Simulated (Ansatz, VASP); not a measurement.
## HgTe in VASP and in Ansatz

INCAR

```
SYSTEM = HgTe
PREC = Accurate
ENCUT = 520
EDIFF = 1E-8
ISMEAR = -1
SIGMA = 0.05
LREAL = .FALSE.
LASPH = .TRUE.
NELM = 80
ALGO = Normal
ISIF = 2
LWAVE = .FALSE.
LCHARG = .FALSE.
GGA = PS
LEFG = .TRUE.
NBANDS = 16
```

KPOINTS

```
Automatic mesh
0
G
  9 9 9
  0 0 0
```

POSCAR

```
HgTe
1.0
    0.0000000000      3.2342093810      3.2342093810
    3.2342093810      0.0000000000      3.2342093810
    3.2342093810      3.2342093810      0.0000000000
Hg Te
1 1
Direct
    0.0000000000      0.0000000000      0.0000000000
    0.7500000000      0.7500000000      0.7500000000
```

Input for Ansatz:

```yaml
crystal:
  lattice:
    - [0.0, 3.234209381, 3.234209381]
    - [3.234209381, 0.0, 3.234209381]
    - [3.234209381, 3.234209381, 0.0]
  atoms:
    - { symbol: Hg, position: [0.0, 0.0, 0.0] }
    - { symbol: Te, position: [0.75, 0.75, 0.75] }
kpoints:
  mp_grid: { grid: [9, 9, 9] }
scf:
  occupations: { method: fermi_dirac, width: 0.05 }
hamiltonian:
  xc: pbesol
  pseudopotentials: { kind: paw }
output:
  forces: true
  stress: true
  eigenvalues: true
  efg: { contact_densities: true }
  write_density: true
  write_potential: true
  elf: true
  volumetric_format: npy
```

Change from the starting cell: volume scaled by 1.01, PAW files.

Alike in both runs: task electric field gradients; functional PBEsol; k mesh 9 × 9 × 9; occupations fermi-dirac, width 0.05 eV; no spin polarisation.

|  | VASP | Ansatz |
| --- | --- | --- |
| version | VASP 6.6.1 | Ansatz 0.2.0 |
| potentials or method | VASP PAW PBE potentials, release 64 (Hg, Te) | PAW with Ansatz's default frozen-core files, scalar-relativistic |
| plane-wave cutoff (eV) | 520 | 420 |
| valence electrons in the cell | 18 | 36 |

```csv
,VASP,Ansatz,Ansatz less VASP
pressure (GPa),1.0,0.8,-0.12
```

VASP's potentials were made for PBE, not for PBEsol. VASP's potentials hold 18 valence electrons a cell and Ansatz's 36, so a difference there can come from the potentials and not from the codes.

Spin-orbit coupling is off throughout.
